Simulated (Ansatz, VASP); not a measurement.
## One calculation of PbS, two programs

The input POSCAR:

```
PbS
1.0
    0.0000000000      2.8908750000      2.9650000000
    2.8908750000      0.0000000000      2.9650000000
    2.8908750000      2.8908750000      0.0000000000
Pb S
1 1
Direct
    0.0000000000      0.0000000000      0.0000000000
    0.5000000000      0.5000000000      0.5000000000
```

File INCAR.step1:

```
SYSTEM = PbS
ALGO = Normal
EDIFF = 1E-5
ENCUT = 550
GGA = PE
GGA_COMPAT = .FALSE.
ISMEAR = 0
LASPH = .TRUE.
LCHARG = .FALSE.
LREAL = .FALSE.
LWAVE = .TRUE.
NBANDS = 17
NELM = 120
PREC = Accurate
SIGMA = 0.05
```

File INCAR.step2:

```
SYSTEM = PbS
ALGO = Normal
EDIFF = 1E-6
ENCUT = 550
GGA_COMPAT = .FALSE.
ISIF = 2
ISMEAR = 0
ISTART = 1
LASPH = .TRUE.
LCHARG = .TRUE.
LELF = .TRUE.
LMIXTAU = .TRUE.
LREAL = .FALSE.
LVHAR = .TRUE.
LWAVE = .FALSE.
METAGGA = R2SCAN
NBANDS = 17
NELM = 120
PREC = Accurate
SIGMA = 0.05
```

Contents of KPOINTS:

```
k-points
0
G
  8 8 8
  0 0 0
```

Input for Ansatz:

```yaml
crystal:
  lattice:
    - [0.0, 2.890875, 2.965]
    - [2.890875, 0.0, 2.965]
    - [2.890875, 2.890875, 0.0]
  atoms:
    - { symbol: Pb, position: [0.0, 0.0, 0.0] }
    - { symbol: S, position: [0.5, 0.5, 0.5] }
basis:
  ecutwfc: 500
kpoints:
  mp_grid: { grid: [8, 8, 8] }
hamiltonian:
  xc: r2scan
scf:
  occupations: { method: gaussian, width: 0.05 }
output:
  forces: true
  stress: true
  eigenvalues: true
  write_density: true
  write_potential: true
  elf: true
  volumetric_format: npy
```

Change from the starting cell: strain -0.025 along x and y, +0.000 along z, atoms carried along.

Alike in both runs: task single point; functional r2SCAN; k mesh 8 × 8 × 8; occupations gaussian, width 0.05 eV; no spin polarisation.

|  | VASP | Ansatz |
| --- | --- | --- |
| version | VASP 6.6.1 | Ansatz 0.2.0 |
| potentials or method | VASP PAW PBE potentials, release 64 (Pb_d, S), cutoff 550 eV | scalar-relativistic, plane waves, PAW |
| valence electrons in the cell | 20 | 20 |

VASP gave:

* gap on the k mesh at the Fermi level (eV): 0.38
* least direct gap on the mesh (eV): 0.38
* pressure (GPa): 5.1
* traceless stress, the component that is largest in VASP (GPa): -2.75

Question: Which values does Ansatz return?

Answer: gap on the k mesh at the Fermi level (eV): 0.37; least direct gap on the mesh (eV): 0.37; pressure (GPa): 5.1; traceless stress, the component that is largest in VASP (GPa): -2.74.

VASP's potentials were made for PBE, not for r2SCAN.

Neither program's run includes spin-orbit coupling.
